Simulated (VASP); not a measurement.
Write the native input for VASP 6.6.1 that does the following.

- Task: single point
- Functional: r2SCAN
- Potentials or basis: VASP PAW PBE potentials, release 64 (Mg, O)
- Cutoff: 520 eV
- k mesh: 10 × 10 × 10
- Occupations: gaussian, width 0.05 eV
- Spin: no spin polarisation
- Dipole correction: no
- Further INCAR settings: ALGO = Normal; EDIFF = 1e-06; NBANDS = 11

MgO:

```xyz
2
Lattice="-0.1021 2.0853 2.0853 2.0853 -0.1021 2.0853 2.0853 2.0853 -0.1021" Properties=species:S:1:pos:R:3 pbc="T T T"
Mg    0.0000    0.0000    0.0000
O     2.0343    2.0343    2.0343
```

This cell differs from its parent crystal: ratio of the length along [111] to the lengths across it x 0.93, volume and fractional coordinates fixed.

These files were run (other wordings do the same):

POSCAR

```
MgO
1.0
   -0.1020800456      2.0853495038      2.0853495038
    2.0853495038     -0.1020800456      2.0853495038
    2.0853495038      2.0853495038     -0.1020800456
Mg O
1 1
Direct
    0.0000000000      0.0000000000      0.0000000000
    0.5000000000      0.5000000000      0.5000000000
```

INCAR.step1

```
ALGO = Normal
EDIFF = 1E-4
ENCUT = 520
GGA = PE
ISMEAR = 0
LASPH = T
LCHARG = F
LREAL = F
LWAVE = T
NBANDS = 11
NELM = 100
PREC = Accurate
SIGMA = 0.05
```

INCAR.step2

```
ALGO = Normal
EDIFF = 1E-6
ENCUT = 520
ISIF = 2
ISMEAR = 0
ISTART = 1
LASPH = T
LCHARG = F
LMIXTAU = T
LREAL = F
LWAVE = F
METAGGA = R2SCAN
NBANDS = 11
NELM = 100
PREC = Accurate
SIGMA = 0.05
```

KPOINTS

```
k-points
0
Gamma
  10 10 10
```

Potentials or basis: VASP PAW PBE potentials, release 64 (Mg, O).

Launch:

```sh
$ cat potpaw_PBE.64/Mg/POTCAR potpaw_PBE.64/O/POTCAR > POTCAR
$ cp INCAR.step1 INCAR
$ mpirun -np 1 vasp_std > vasp.out
$ cp INCAR.step2 INCAR
$ mpirun -np 1 vasp_std > vasp.out
```

It gave:

```
Pressure               : -8.1 GPa
Band gap on the k mesh : 4.79 eV, direct
```

Caveat: the PAW data sets were made with another functional, which shifts forces and pressure a little.

It took 50 s on 1 thread of Intel(R) Xeon(R) Platinum 8559C (Emerald Rapids) (shared host), peak memory 0.16 GiB.
